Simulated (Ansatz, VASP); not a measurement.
# Two plane-wave programs on Ga

File INCAR:

```
PREC = Accurate
ENCUT = 520
EDIFF = 1E-8
ISMEAR = -1
SIGMA = 0.08
LREAL = False
LASPH = True
NELM = 80
ALGO = Normal
ISIF = 2
LWAVE = False
LCHARG = False
LEFG = True
NBANDS = 20
```

The input KPOINTS:

```
Automatic mesh
0
Gamma
  12 12 10
```

The input POSCAR:

```
Ga
1.0
    1.4500000000     -4.0650000000      0.0000000000
    1.4500000000      4.0650000000      0.0000000000
    0.0000000000      0.0000000000      3.1700000000
Ga
2
Direct
    0.8670000000      0.1330000000      0.2500000000
    0.1330000000      0.8670000000      0.7500000000
```

Input for Ansatz:

```yaml
crystal:
  lattice:
    - [1.45, -4.065, 0.0]
    - [1.45, 4.065, 0.0]
    - [0.0, 0.0, 3.17]
  atoms:
    - { symbol: Ga, position: [0.867, 0.133, 0.25] }
    - { symbol: Ga, position: [0.133, 0.867, 0.75] }
kpoints:
  mp_grid: { grid: [12, 12, 10] }
  band_path:
    path:
      - [0.0, 0.0, 0.0]
      - [-0.5, 0.5, 0.0]
      - [-0.2818093587, 0.7181906413, 0.0]
      - [0.2818093587, 0.2818093587, 0.0]
      - [0.0, 0.0, 0.0]
      - [0.0, 0.0, 0.5]
      - [0.2818093587, 0.2818093587, 0.5]
      - [-0.2818093587, 0.7181906413, 0.5]
      - [-0.5, 0.5, 0.5]
    npoints: 14
scf:
  occupations: { method: fermi_dirac, width: 0.08 }
hamiltonian:
  xc: lda
  pseudopotentials: { kind: paw }
output:
  forces: true
  stress: true
  eigenvalues: true
  efg: { contact_densities: true }
  populations: true
  bader: true
  dos: { projected: true, de: 0.2, e_range: [-14, 8] }
  write_density: true
  write_potential: true
  elf: true
  volumetric_format: npy
```

Alike in both runs: task electric field gradients; functional LDA; k mesh 12 × 12 × 10; occupations fermi-dirac, width 0.08 eV; no spin polarisation.

|  | VASP | Ansatz |
| --- | --- | --- |
| version | VASP 6.6.1 | Ansatz 0.2.0 |
| potentials or method | VASP PAW LDA potentials, release 64 (Ga_d) | PAW with Ansatz's default frozen-core files, scalar-relativistic |
| plane-wave cutoff (eV) | 520 | 420 |
| valence electrons in the cell | 26 | 26 |

VASP gave:

- pressure (GPa): -3.7
- traceless stress, the component that is largest in VASP (GPa): -2.06
- rms of the force components (eV/Å): 0.104
- size of Vzz on the site where it differs most (V/Å²): 27.6

Problem. Estimate Ansatz's values.

Solution. Pressure (GPa): -3.8; traceless stress, the component that is largest in VASP (GPa): -2.04; rms of the force components (eV/Å): 0.103; size of Vzz on the site where it differs most (V/Å²): 28.3.

LDA's correlation is that of Perdew and Zunger in VASP and of Perdew and Wang (1992) in Ansatz. Atom by atom the forces differ by 0.001 eV/Å (rms over components).
